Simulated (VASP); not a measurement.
# Al (R-3m) in VASP: electric field gradients with PBEsol

Aim: the electric field gradients of Al with PBEsol.

Program: VASP 6.6.1. These are calculated values, not measurements. Logs are shortened: lines on timing, memory, paths and dates and some standing lists are left out, and cuts for length are marked.

## (1) The cell of the first run

It takes space group R-3m (No. 166, trigonal). The conventional cell has a = 3.877 Å, b = 3.877 Å, c = 9.497 Å, α = 90.00°, β = 90.00°, γ = 120.00°. Al (site symmetry 3m) has 1 Al at 1.52 Å within 2.0 Å.

## (2) Electric field gradients, PBEsol (shortest bond scaled by 0.64)

INCAR

```
ALGO = Normal
EDIFF = 1E-8
ENCUT = 520
GGA = PS
ISIF = 2
ISMEAR = -1
LASPH = T
LCHARG = F
LEFG = T
LREAL = F
LWAVE = F
NBANDS = 10
NELM = 60
PREC = Accurate
SIGMA = 0.05
```

KPOINTS

```
k-points
0
Gamma
  10 10 10
```

POSCAR

```
Al
1.0
    0.0000000000      2.7415165562      2.7415165562
    2.7415165562      0.0000000000      2.7415165562
    2.7415165562      2.7415165562      0.0000000000
Al
2
Direct
   -0.2600000000     -0.0800000000     -0.0800000000
    0.2600000000      0.0800000000      0.0800000000
```

Potentials or basis: VASP PAW PBE potentials, release 64 (Al).

On the command line:

```bash
$ cat potpaw_PBE.64/Al/POTCAR > POTCAR
$ mpirun -np 1 vasp_std > vasp.out
```

OUTCAR:

```text
EDIFF = 1E-8
   ENCUT = 520
   GGA = PS
   ISIF = 2
   ISMEAR = -1
   LASPH = T
   LREAL = F
   NELM = 60
   PREC = Accurate

 ion  position               nearest neighbor table
   1  0.740  0.920  0.920-   2 1.52   2 2.78   2 2.78   2 2.78
   2  0.260  0.080  0.080-   1 1.52   1 2.78   1 2.78   1 2.78

 -----------------------------------------------------------------------------
|                                                                             |
|           W    W    AA    RRRRR   N    N  II  N    N   GGGG   !!!           |
|           W    W   A  A   R    R  NN   N  II  NN   N  G    G  !!!           |
|           W    W  A    A  R    R  N N  N  II  N N  N  G       !!!           |
|           W WW W  AAAAAA  RRRRR   N  N N  II  N  N N  G  GGG   !            |
|           WW  WW  A    A  R   R   N   NN  II  N   NN  G    G                |
|           W    W  A    A  R    R  N    N  II  N    N   GGGG   !!!           |
|                                                                             |
|     The distance between some ions is very small. Please check the          |
|     nearest-neighbor list in the OUTCAR file.                               |
|     I HOPE YOU KNOW WHAT YOU ARE DOING!                                     |
|                                                                             |
 -----------------------------------------------------------------------------

  LATTYP: Found a face centered cubic cell.
 ALAT       =     5.4830331124

  Lattice vectors:

 A1 = (   0.0000000000,   2.7415165562,   2.7415165562)
 A2 = (   2.7415165562,   0.0000000000,   2.7415165562)
 A3 = (   2.7415165562,   2.7415165562,   0.0000000000)

Analysis of symmetry for initial positions (statically):
=====================================================================
 Subroutine PRICEL returns:
 Original cell was already a primitive cell.

 Routine SETGRP: Setting up the symmetry group for a
 face centered cubic supercell.

 Subroutine GETGRP returns: Found 12 space group operations
 (whereof  4 operations were pure point group operations)
 out of a pool of 48 trial point group operations.

The static configuration has the point symmetry C_2h.
 The point group associated with its full space group is D_3d.

Analysis of symmetry for dynamics (positions and initial velocities):
=====================================================================
 Subroutine PRICEL returns:
 Original cell was already a primitive cell.

 Routine SETGRP: Setting up the symmetry group for a
[... 156 lines left out ...]

 val. band max:        4.9492543456   @ k =   0.1000  -0.3000   0.3000
 cond. band min:       4.9624515243   @ k =  -0.4000   0.3000   0.0000
 fundamental gap:      0.0131971787
 Fermi energy:         4.9613367292

 k-point     1 :       0.0000    0.0000    0.0000
  band No.  band energies     occupation
      1      -4.3616      2.00000
      2       6.9455      0.00000
      3       7.2712      0.00000
      4       7.2712      0.00000
      5       9.2454      0.00000
      6       9.2454      0.00000
      7      11.3368      0.00000
      8      11.8212      0.00000
      9      13.5776      0.00000
     10      14.2379      0.00000
[... 287 lines left out ...]
 k-point    24 :       0.1000    0.0000    0.5000
  band No.  band energies     occupation
      1      -1.8580      2.00000
      2       0.6974      2.00000
      3       5.3548      0.00076
      4       6.1364      0.00000
      5       8.9095      0.00000
      6       9.2156      0.00000
      7       9.9316      0.00000
      8      13.4959      0.00000
      9      15.1433      0.00000
     10      16.3152      0.00000

 [... further k-points ...]
[... 5 lines left out ...]
  --------------------------------------------------------------------------------------
  -------------------------------------------------------------------------------------
  Total       15.3501339     15.3501339     15.3501339    -16.6843719     16.6843719    -16.6843719
  in kB      596.7880762    596.7880762    596.7880762   -648.6610635    648.6610635   -648.6610635
  external PRESSURE =     596.7880762 kB  Pullay stress =       0.0000000 kB

 VOLUME and BASIS-vectors are now :
 -----------------------------------------------------------------------------
  energy-cutoff  :      520.00
  volume of cell :       41.21
      direct lattice vectors                 reciprocal lattice vectors
     0.000000000  2.741516556  2.741516556    -0.182380806  0.182380806  0.182380806
     2.741516556  0.000000000  2.741516556     0.182380806 -0.182380806  0.182380806
     2.741516556  2.741516556  0.000000000     0.182380806  0.182380806 -0.182380806

 POSITION                                       TOTAL-FORCE (eV/Angst)
 -----------------------------------------------------------------------------------
      5.04439      4.55092      4.55092       -19.221598     19.221598     19.221598
      0.43864      0.93212      0.93212        19.221598    -19.221598    -19.221598
 -----------------------------------------------------------------------------------
    total drift:                               -0.000000      0.000000     -0.000000

  FREE ENERGIE OF THE ION-ELECTRON SYSTEM (eV)
  ---------------------------------------------------
  free  energy   TOTEN  =         3.8151751057 eV

  energy  without entropy=        3.8236402082  energy(sigma->0) =        3.81940766

 Electric field gradients (V/A^2)
---------------------------------------------------------------------
 ion       V_xx      V_yy      V_zz      V_xy      V_xz      V_yz
---------------------------------------------------------------------
   1      -0.000     0.000     0.000     5.648     5.648    -5.648
   2      -0.000     0.000     0.000     5.648     5.648    -5.648
---------------------------------------------------------------------

 Electric field gradients after diagonalization (V/A^2)
 (convention: |V_zz| > |V_xx| > |V_yy|)
----------------------------------------------------------------------
 ion       V_xx      V_yy      V_zz     asymmetry (V_yy - V_xx)/ V_zz
----------------------------------------------------------------------
   1       5.648     5.648   -11.296       0.000
   2       5.648     5.648   -11.296       0.000
----------------------------------------------------------------------

           NMR quadrupolar parameters

 Cq : quadrupolar parameter    Cq=e*Q*V_zz/h
 eta: asymmetry parameters     (V_yy - V_xx)/ V_zz
 Q  : nuclear electric quadrupole moment in mb (millibarn)
----------------------------------------------------------------------
 ion       Cq(MHz)       eta       Q (mb)
----------------------------------------------------------------------
   1      -0.027       0.000       1.000
   2      -0.027       0.000       1.000
----------------------------------------------------------------------
```

Wall time 51 s (1 thread of Intel Xeon 6975P-C (Granite Rapids), shared host); peak memory 0.18 GiB.

Results:

```yaml
Free_energy: 3.8152 eV
Pressure: 59.7 GPa
Largest_force: 33.293 eV/Å
Band_gap_on_the_k_mesh: zero (band 3 reaches 7.27 eV, above the bottom of band 4 at 3.21 eV)
```

Forces in eV/Å, atoms in the order of the input:
```
Al  -19.222  19.222  19.222
Al   19.222 -19.222 -19.222
```

Stress tensor (GPa, compression positive):
```
 59.68 -64.87 -64.87
-64.87  59.68  64.87
-64.87  64.87  59.68
```

Electric field gradients, principal values (V/Å²):
| atom | least | middle | greatest (by size) |
| --- | --- | --- | --- |
| 1 Al | 5.648 | 5.648 | -11.296 |
| 2 Al | 5.648 | 5.648 | -11.296 |

Caveat: the cell differs from its parent crystal (shortest bond scaled by 0.64); without QUAD_EFG the Cq values of the log hold for a quadrupole moment of 1 mb, not for the nuclei; the PAW data sets were made with another functional, which shifts forces and pressure a little.
